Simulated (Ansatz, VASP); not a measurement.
Ti in VASP and in Ansatz

Contents of INCAR:

```
SYSTEM = Ti
PREC = Accurate
ENCUT = 520
EDIFF = 1E-7
ISMEAR = -1
SIGMA = 0.1
LREAL = .False.
LASPH = .True.
NELM = 80
ALGO = Normal
ISIF = 2
LWAVE = .False.
LCHARG = .False.
GGA = PE
NBANDS = 19
```

The input KPOINTS:

```
Automatic mesh
0
Gamma
  16 16 16
  0 0 0
```

File POSCAR:

```
Ti
1.0
    0.0000000000      2.7309668619      2.7309668619
    2.7309668619      0.0000000000      2.7309668619
    2.7309668619      2.7309668619      0.0000000000
Ti
2
Direct
    0.1250000000      0.1250000000      0.1250000000
    0.8750000000      0.8750000000      0.8750000000
```

Input for Ansatz:

```yaml
crystal:
  lattice:
    - [0.0, 2.7309668619, 2.7309668619]
    - [2.7309668619, 0.0, 2.7309668619]
    - [2.7309668619, 2.7309668619, 0.0]
  atoms:
    - { symbol: Ti, position: [0.125, 0.125, 0.125] }
    - { symbol: Ti, position: [0.875, 0.875, 0.875] }
hamiltonian:
  xc: pbe
  pseudopotentials:
    kind: paw
    azcp:
      Ti: "pseudopotentials/Ti.paw.azcp"
basis:
  ecutwfc: 420
  fft_grid_basis: typed
kpoints:
  mp_grid: { grid: [16, 16, 16], shift: [0, 0, 0] }
magnetization:
  spin_polarized: false
scf:
  occupations: { method: fermi_dirac, width: 0.1 }
output:
  stress: true
```

Alike in both runs: task single point; functional PBE; k mesh 16 × 16 × 16; occupations fermi-dirac, width 0.1 eV; no spin polarisation.

|  | VASP | Ansatz |
| --- | --- | --- |
| version | VASP 6.6.1 | Ansatz 0.2.0 |
| potentials or method | VASP PAW PBE potentials, release 64 (Ti_sv), cutoff 520 eV | plane waves (420 eV) with PAW, scalar-relativistic |
| valence electrons in the cell | 24 | 24 |

```tsv
	VASP	Ansatz	Ansatz less VASP
pressure (GPa)	5.1	4.8	-0.32
```
